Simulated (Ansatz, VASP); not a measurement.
Given: the input of a run of VASP 6.6.1 on Se.

INCAR

```
PREC = Accurate
ENCUT = 520
EDIFF = 1E-6
ISMEAR = -1
SIGMA = 0.05
LREAL = False
LASPH = True
NELM = 60
ALGO = Normal
ISIF = 2
LWAVE = False
LCHARG = False
GGA = PE
NBANDS = 16
```

File KPOINTS:

```
Automatic mesh
0
Gamma
  7 7 6
```

The input POSCAR:

```
Se
1.0
    4.2662640331      0.0000000000      0.0000000000
   -2.1331320165      3.6946930319      0.0000000000
    0.0000000000      0.0000000000      4.8484124658
Se
3
Direct
    0.7830000000      0.7830000000      0.5000000000
    0.0000000000      0.2170000000      0.8333333333
    0.2170000000      0.0000000000      0.1666666667
```

Potentials or basis: VASP PAW PBE potentials, release 64 (Se).

Run with:

```bash
$ cat potpaw_PBE.64/Se/POTCAR > POTCAR
$ mpirun -np 1 vasp_std > vasp.out
```

Translate it to Ansatz 0.2.0. Potentials there: all-electron LAPW, scalar-relativistic.

As run (the cutoff follows the program's own potentials):

File input.yaml:

```yaml
crystal:
  lattice:
    - [4.2662640331, 0.0, 0.0]
    - [-2.1331320165, 3.6946930319, 0.0]
    - [0.0, 0.0, 4.8484124658]
  atoms:
    - { symbol: Se, position: [0.783, 0.783, 0.5] }
    - { symbol: Se, position: [0.0, 0.217, 0.8333333333] }
    - { symbol: Se, position: [0.217, 0.0, 0.1666666667] }
kpoints:
  mp_grid: { grid: [7, 7, 6] }
scf:
  occupations: { method: fermi_dirac, width: 0.05 }
hamiltonian:
  xc: pbe
  pseudopotentials: { kind: all_electron, lapw: { basis_error: 0.001 } }
output:
  forces: true
  stress: true
  eigenvalues: true
```

Potentials or basis: all-electron LAPW, scalar-relativistic.

Command:

```bash
$ ansatz run input.yaml --threads 2 --pin off --max-ram 6144MiB --backend cpu --events-out ev --progress --plain --runs-dir out
```

Both were run:

|  | VASP | Ansatz | Ansatz less VASP |
| --- | --- | --- | --- |
| gap on the k mesh at the Fermi level (eV) | 1.22 | 1.25 | +0.028 |
| least direct gap on the mesh (eV) | 1.44 | 1.47 | +0.031 |
| pressure (GPa) | 10.7 | 10.4 | -0.27 |
| traceless stress, the component that is largest in VASP (GPa) | 3.99 | 3.86 | -0.122 |
| rms of the force components (eV/Å) | 1.171 | 1.132 | -0.0392 |

Atom by atom the forces differ by 0.039 eV/Å (rms over components). Ansatz ran all-electron here, and VASP with PAW potentials.
